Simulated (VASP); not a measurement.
Input of a VASP 6.6.1 run:

INCAR

```
SYSTEM = LiNbO3
PREC = Accurate
ENCUT = 520
EDIFF = 1E-6
ISMEAR = 0
SIGMA = 0.05
LREAL = .FALSE.
LASPH = .TRUE.
NELM = 80
ALGO = Normal
ISIF = 2
LWAVE = .FALSE.
LCHARG = .FALSE.
GGA = PE
NBANDS = 45
```

The input KPOINTS:

```
regular mesh
0
G
  6 6 6
  0 0 0
```

File POSCAR:

```
LiNbO3
1.0
    2.7391116143      1.5814268279      4.1800669308
   -2.7391116143      1.5814268279      4.1800669308
    0.0000000000     -3.1628536556      4.1800669309
Li Nb O
2 2 6
Direct
    0.2500000000      0.2500000000      0.2500000000
    0.7500000000      0.7500000000      0.7500000000
    0.0000000000      0.0000000000      0.0000000000
    0.5000000000      0.5000000000      0.5000000000
    0.1590542063      0.3409457937      0.7500000000
    0.7500000000      0.1590542063      0.3409457937
    0.3409457937      0.7500000000      0.1590542063
    0.8409457937      0.6590542063      0.2500000000
    0.2500000000      0.8409457937      0.6590542063
    0.6590542063      0.2500000000      0.8409457937
```

Potentials or basis: VASP PAW PBE potentials, release 64 (Li_sv, Nb_sv, O).

Run with:

```bash
$ cat potpaw_PBE.64/Li_sv/POTCAR potpaw_PBE.64/Nb_sv/POTCAR potpaw_PBE.64/O/POTCAR > POTCAR
$ mpirun -np 1 vasp_std > vasp.out
```

(1) Estimate the band gap on the k mesh.

(2) What does it give for the largest force?

## Answers

(1) 2.21 eV (least direct gap 2.27 eV).

(2) 0.543 eV/Å.
